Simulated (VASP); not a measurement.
# Pb in VASP: notebook

Pb is run at these levels: LDA, PBEsol; tasks: single point.

Everything below comes from runs of VASP 6.6.1. Logs are shortened: lines on timing, memory, paths and dates and some standing lists are left out, and cuts for length are marked.

## 1. The cell of the first run

Symmetry: P6_3/mmc, No. 194, hexagonal system. The conventional cell has a = 3.480 Å, b = 3.480 Å, c = 5.590 Å, α = 90.00°, β = 90.00°, γ = 120.00°. Within 4.5 Å of Pb (site symmetry -6m2) lie 12 Pb at 3.44 to 3.48 Å.

This isn't the form of Pb at room conditions, which is fcc.

## 2. Single point, LDA

Input file INCAR:

```
ALGO = Normal
EDIFF = 1E-7
ENCUT = 520
ISIF = 2
ISMEAR = -1
LASPH = T
LCHARG = F
LREAL = F
LWAVE = F
NBANDS = 21
NELM = 80
PREC = Accurate
SIGMA = 0.05
```

Input file KPOINTS:

```
k-points
0
Gamma
  9 9 5
```

Input file POSCAR:

```
Pb
1.0
    3.4800000000      0.0000000000      0.0000000000
   -1.7400000000      3.0137684052      0.0000000000
    0.0000000000      0.0000000000      5.5900000000
Pb
2
Direct
    0.6666666667      0.3333333333      0.7500000000
    0.3333333333      0.6666666667      0.2500000000
```

Potentials or basis: VASP PAW LDA potentials, release 64 (Pb_d).

The run is started by

```bash
> cat potpaw_LDA.64/Pb_d/POTCAR > POTCAR
> mpirun -np 1 vasp_std > vasp.out
```

OUTCAR:

```text
EDIFF = 1E-7
   ENCUT = 520
   ISIF = 2
   ISMEAR = -1
   LASPH = T
   LREAL = F
   NELM = 80
   PREC = Accurate

 ion  position               nearest neighbor table
   1  0.667  0.333  0.750-   2 3.44   2 3.44   2 3.44   2 3.44   2 3.44   2 3.44
   2  0.333  0.667  0.250-   1 3.44   1 3.44   1 3.44   1 3.44   1 3.44   1 3.44

  LATTYP: Found a hexagonal cell.
 ALAT       =     3.4800000000
 C/A-ratio  =     1.6063218391

  Lattice vectors:

 A1 = (   3.4800000000,   0.0000000000,   0.0000000000)
 A2 = (  -1.7400000000,   3.0137684052,   0.0000000000)
 A3 = (   0.0000000000,   0.0000000000,   5.5900000000)

Analysis of symmetry for initial positions (statically):
=====================================================================
 Subroutine PRICEL returns:
 Original cell was already a primitive cell.

 Routine SETGRP: Setting up the symmetry group for a
 hexagonal supercell.

 Subroutine GETGRP returns: Found 24 space group operations
 (whereof 12 operations were pure point group operations)
 out of a pool of 24 trial point group operations.

The static configuration has the point symmetry D_3d.
 The point group associated with its full space group is D_6h.

Analysis of symmetry for dynamics (positions and initial velocities):
=====================================================================
 Subroutine PRICEL returns:
 Original cell was already a primitive cell.

 Routine SETGRP: Setting up the symmetry group for a
 hexagonal supercell.

 Subroutine GETGRP returns: Found 24 space group operations
 (whereof 12 operations were pure point group operations)
 out of a pool of 24 trial point group operations.

The dynamic configuration has the point symmetry D_3d.
 The point group associated with its full space group is D_6h.

 Subroutine INISYM returns: Found 24 space group operations
 (whereof 12 operations are pure point group operations),
 and found     1 'primitive' translations

----------------------------------------------------------------------------------------

                                     Primitive cell

  volume of cell :      58.6274

  direct lattice vectors                    reciprocal lattice vectors
     3.480000000  0.000000000  0.000000000     0.287356322  0.165905250  0.000000000
    -1.740000000  3.013768405  0.000000000     0.000000000  0.331810500  0.000000000
     0.000000000  0.000000000  5.590000000     0.000000000  0.000000000  0.178890877

  length of vectors
     3.480000000  3.480000000  5.590000000     0.331810500  0.331810500  0.178890877

  position of ions in fractional coordinates (direct lattice)
     0.666666667  0.333333333  0.750000000
     0.333333333  0.666666667  0.250000000

  ion indices of the primitive-cell ions
   primitive index   ion index
                 1           1
                 2           2

----------------------------------------------------------------------------------------

 KPOINTS: k-points

Automatic generation of k-mesh.
 Grid dimensions read from file:
 generate k-points for:    9    9    5

 Generating k-lattice:

  Cartesian coordinates                     Fractional coordinates (reciprocal lattice)
     0.031928480  0.018433917  0.000000000     0.111111111 -0.000000000  0.000000000
     0.000000000  0.036867833  0.000000000     0.000000000  0.111111111  0.000000000
     0.000000000  0.000000000  0.035778175     0.000000000  0.000000000  0.200000000

  Length of vectors
     0.036867833  0.036867833  0.035778175

  Shift w.r.t. Gamma in fractional coordinates (k-lattice)
     0.000000000  0.000000000  0.000000000

 Subroutine IBZKPT returns following result:
 ===========================================

 Found     36 irreducible k-points:

 Following reciprocal coordinates:
            Coordinates               Weight
  0.000000  0.000000  0.000000      1.000000
  0.111111  0.000000  0.000000      6.000000
  0.222222  0.000000  0.000000      6.000000
  0.333333  0.000000  0.000000      6.000000
  0.444444  0.000000  0.000000      6.000000
  0.111111  0.111111  0.000000      6.000000
[... 16 lines left out ...]
  0.333333  0.222222  0.200000     24.000000
  0.333333  0.333333  0.200000      4.000000
 [... further k-points ...]
   k-points           NKPTS =     36   k-points in BZ     NKDIM =     36   number of bands    NBANDS=     21
   number of dos      NEDOS =    301   number of ions     NIONS =      2
   total plane-waves  NPLWV =  32928
   dimension x,y,z NGX =    28 NGY =   28 NGZ =   42
   dimension x,y,z NGXF=    56 NGYF=   56 NGZF=   84
   ions per type =               2
   NGX,Y,Z   is equivalent  to a cutoff of  13.38, 13.38, 12.49 a.u.
   NGXF,Y,Z  is equivalent  to a cutoff of  26.75, 26.75, 24.98 a.u.
 SYSTEM =  unknown system
   PREC   = accura    normal or accurate (medium, high low for compatibility)
   ISTART =      0    job   : 0-new  1-cont  2-samecut
   ICHARG =      2    charge: 1-file 2-atom 10-const
   ISPIN  =      1    spin polarized calculation?
   LNONCOLLINEAR =      F non collinear calculations
   LSORBIT =      F    spin-orbit coupling
   LASPH  =      T    aspherical Exc in radial PAW
   ENCUT  =  520.0 eV  38.22 Ry    6.18 a.u.   6.47  6.47 10.39*2*pi/ulx,y,z
   NELM   =     80;   NELMIN=  2; NELMDL= -5     # of ELM steps
   EDIFF  = 0.1E-06   stopping-criterion for ELM
   LREAL  =      F    real-space projection
   EDIFFG = 0.1E-05   stopping-criterion for IOM
   NSW    =      0    number of steps for IOM
   IBRION =     -1    ionic relax: 0-MD 1-quasi-New 2-CG
   NFREE  =      0    steps in history (QN), initial steepest desc. (CG)
   ISIF   =      2    stress and relaxation
   ISYM   =      2    0-nonsym 1-usesym 2-fastsym
   POTIM  = 0.5000    time-step for ionic-motion
   TEBEG  =    0.0;   TEEND  =   0.0 temperature during run
   PSTRESS=    0.0 pullay stress
   NELECT =      28.0000    total number of electrons
   NUPDOWN=      -1.0000    fix difference up-down
   EMIN   =  10.00;   EMAX   =-10.00  energy-range for DOS
   EFERMI =   0.00;   METHOD = LEGACY
   ISMEAR =    -1;   SIGMA  =   0.05  broadening in eV -4-tet -1-fermi 0-gaus
   EFERMI_NEDOS =   21; number of points for ismear=-14 and -15
   IALGO  =     38    algorithm
   IMIX   =      4    mixing-type and parameters
     AMIX     =   0.40;   BMIX     =  1.00
     AMIX_MAG =   1.60;   BMIX_MAG =  1.00
  volume/ion in A,a.u.               =      29.31       197.82
  Fermi-wavevector in a.u.,A,eV,Ry     =   1.279658  2.418203 22.279870  1.637524
  Thomas-Fermi vector in A             =   2.412131
   LORBIT       =      0    0 simple, 1 ext, 2 COOP (PROOUT), +10 PAW based schemes
   GGA     = CA    functional components
   LHFCALC =     F    Hartree Fock is set to
   AEXX    =    0.0000 exact exchange contribution
   IVDW    =     0    specifies the selected vdW correction
   LEPSILON=     F    determine dielectric tensor
   LRPA    =     F    only Hartree local field effects (RPA)
 non-spin polarized calculation
  energy-cutoff  :      520.00
  volume of cell :       58.63
 maximum number of plane-waves:      1595
 NGX is ok and might be reduce to    28
   NGX = 13   NGY = 13   NGZ = 21

 number of electron      28.0000005 magnetization

 Free energy of the ion-electron system (eV)
  ---------------------------------------------------
  ext. energy  EPLUGINS =         0.00000000
  ---------------------------------------------------
  free energy    TOTEN  =        -8.45940418 eV

  energy without entropy =       -8.44862262  energy(sigma->0) =       -8.45401340

 E-fermi :   7.3520     XC(G=0): -10.6191

 val. band max:        7.3519362835   @ k =   0.3333   0.1111   0.2000
 cond. band min:       7.4264545903   @ k =   0.2222   0.1111   0.4000
 fundamental gap:      0.0745183067
 Fermi energy:         7.3520118052

 k-point     1 :       0.0000    0.0000    0.0000
  band No.  band energies     occupation
      1      -9.6763      2.00000
      2      -9.6268      2.00000
      3      -9.6268      2.00000
      4      -9.6258      2.00000
      5      -9.6016      2.00000
      6      -9.6016      2.00000
[... 13 lines left out ...]
     20      16.4927      0.00000
     21      18.9568      0.00000

 k-point     2 :       0.1111    0.0000    0.0000
  band No.  band energies     occupation
      1      -9.6786      2.00000
      2      -9.6421      2.00000
      3      -9.5996      2.00000
      4      -9.5962      2.00000
      5      -9.5813      2.00000
      6      -9.5721      2.00000
[... 13 lines left out ...]
     20      17.4975      0.00000
     21      18.1082      0.00000

 k-point     3 :       0.2222    0.0000    0.0000
  band No.  band energies     occupation
      1      -9.7249      2.00000
      2      -9.6278      2.00000
      3      -9.6034      2.00000
      4      -9.5881      2.00000
      5      -9.5753      2.00000
      6      -9.5185      2.00000
[... 13 lines left out ...]
     20      17.0809      0.00000
     21      18.2658      0.00000

 k-point     4 :       0.3333    0.0000    0.0000
  band No.  band energies     occupation
      1      -9.7747      2.00000
      2      -9.6570      2.00000
      3      -9.6427      2.00000
      4      -9.6175      2.00000
      5      -9.5241      2.00000
      6      -9.4662      2.00000
[... 13 lines left out ...]
     20      16.2486      0.00000
     21      17.9985      0.00000

 k-point     5 :       0.4444    0.0000    0.0000
  band No.  band energies     occupation
      1      -9.8056      2.00000
      2      -9.6950      2.00000
      3      -9.6571      2.00000
      4      -9.6355      2.00000
      5      -9.4923      2.00000
      6      -9.4901      2.00000
[... 13 lines left out ...]
     20      15.8099      0.00000
     21      17.8192      0.00000
[... 382 lines left out ...]
     20      15.2943      0.00000
     21      18.5683      0.00000

 k-point    22 :       0.2222    0.2222    0.2000
  band No.  band energies     occupation
      1      -9.6942      2.00000
      2      -9.6593      2.00000
      3      -9.6332      2.00000
      4      -9.6314      2.00000
      5      -9.5365      2.00000
      6      -9.4873      2.00000
[... 13 lines left out ...]
     20      17.6089      0.00000
     21      18.2572      0.00000

 k-point    23 :       0.3333    0.2222    0.2000
  band No.  band energies     occupation
      1      -9.7076      2.00000
      2      -9.6748      2.00000
      3      -9.6333      2.00000
      4      -9.5843      2.00000
      5      -9.5497      2.00000
      6      -9.4711      2.00000
[... 13 lines left out ...]
     20      18.1826      0.00000
     21      18.7981      0.00000

 k-point    24 :       0.3333    0.3333    0.2000
  band No.  band energies     occupation
      1      -9.7089      2.00000
      2      -9.6347      2.00000
      3      -9.6347      2.00000
      4      -9.5259      2.00000
      5      -9.5238      2.00000
      6      -9.5238      2.00000
[... 13 lines left out ...]
     20      20.0711      0.00000
     21      20.0712      0.00000

 [... further k-points ...]

------------------------ aborting loop because EDIFF is reached ----------------------------------------

  FORCE on cell =-STRESS in cart. coord.  units (eV):
  Direction    XX          YY          ZZ          XY          YZ          ZX
  --------------------------------------------------------------------------------------
  -------------------------------------------------------------------------------------
  Total       -0.6462226     -0.6462226      0.7053645      0.0000000      0.0000000      0.0000000
  in kB      -17.6600451    -17.6600451     19.2762817      0.0000000      0.0000000      0.0000000
  external PRESSURE =      -5.3479362 kB  Pullay stress =       0.0000000 kB

 VOLUME and BASIS-vectors are now :
 -----------------------------------------------------------------------------
  energy-cutoff  :      520.00
  volume of cell :       58.63
      direct lattice vectors                 reciprocal lattice vectors
     3.480000000  0.000000000  0.000000000     0.287356322  0.165905250  0.000000000
    -1.740000000  3.013768405  0.000000000     0.000000000  0.331810500  0.000000000
     0.000000000  0.000000000  5.590000000     0.000000000  0.000000000  0.178890877

 POSITION                                       TOTAL-FORCE (eV/Angst)
 -----------------------------------------------------------------------------------
      1.74000      1.00459      4.19250        -0.000000      0.000000      0.000000
     -0.00000      2.00918      1.39750         0.000000     -0.000000      0.000000
 -----------------------------------------------------------------------------------
    total drift:                               -0.000000      0.000000      0.000000

  FREE ENERGIE OF THE ION-ELECTRON SYSTEM (eV)
  ---------------------------------------------------
  free  energy   TOTEN  =        -8.4594041850 eV

  energy  without entropy=       -8.4486226157  energy(sigma->0) =       -8.45401340
```

It took 31 s on 1 thread of AMD EPYC 7R43 (Zen 3), shared host; peak memory 0.13 GiB.

Results:

* Free energy: -8.4594 eV
* Pressure: -0.5 GPa
* Band gap on the k mesh: zero (bands 14 and 15 overlap by 7.70 eV)

Caveat: spin-orbit coupling is left out, which moves the levels of the heavy elements.

## 3. Single point, PBEsol (atoms moved at random)

Input file INCAR:

```
SYSTEM = Pb
PREC     = Accurate       ! precision mode
ENCUT    = 520            ! plane-wave cutoff, eV
EDIFF    = 1E-6           ! SCF threshold, eV
ISMEAR   = -1             ! smearing method
SIGMA    = 0.05           ! smearing width, eV
LREAL    = .FALSE.        ! projectors in reciprocal space
LASPH    = .TRUE.         ! aspherical terms in the spheres
NELM     = 100            ! most SCF steps
ALGO     = Fast           ! electronic algorithm
ISIF     = 2              ! what is computed and relaxed
LWAVE    = .FALSE.        ! write WAVECAR
LCHARG   = .FALSE.        ! write CHGCAR
GGA      = PS             ! functional
NBANDS   = 21             ! bands
```

Input file KPOINTS:

```
Automatic mesh
0
G
  9 9 5
  0 0 0
```

Input file POSCAR:

```
Pb
1.0
    3.4800000000      0.0000000000      0.0000000000
   -1.7400000000      3.0137684052      0.0000000000
    0.0000000000      0.0000000000      5.5900000000
Pb
2
Direct
    0.6783200000      0.3518530000      0.7463950000
    0.3425190000      0.6872000000      0.2562440000
```

Potentials or basis: VASP PAW PBE potentials, release 64 (Pb_d).

The run is started by

```bash
> cat potpaw_PBE.64/Pb_d/POTCAR > POTCAR
> mpirun -np 1 vasp_std > vasp.out
```

Wall time 6.6 min (1 thread of Intel Xeon 8259CL, shared host); peak memory 0.32 GiB.

Results (log left out):

| Property | Result |
| --- | --- |
| Free energy | -7.9439 eV |
| Pressure | 1.1 GPa |
| Largest force | 0.076 eV/Å |
| Band gap on the k mesh | zero (bands 14 and 15 overlap by 7.77 eV) |

Forces in eV/Å, atoms in the order of the input:
```
Pb  -0.003  0.002  0.076
Pb   0.003 -0.002 -0.076
```

Stress tensor (GPa, compression positive):
```
-0.22  0.01 -0.01
 0.01 -0.21  0.00
-0.01  0.00  3.61
```

Levels at points of the mesh, in eV from the Fermi level:
| k point | band 12 | band 13 | band 14 | band 15 | band 16 | band 17 |
| --- | --- | --- | --- | --- | --- | --- |
| (0.00, 0.00, 0.00) | -7.98 | -4.29 | 5.58 | 5.62 | 7.47 | 7.53 |

Caveat: the cell differs from its parent crystal (atoms moved at random); the PAW data sets were made with another functional, which shifts forces and pressure a little; spin-orbit coupling is left out, which moves the levels of the heavy elements.
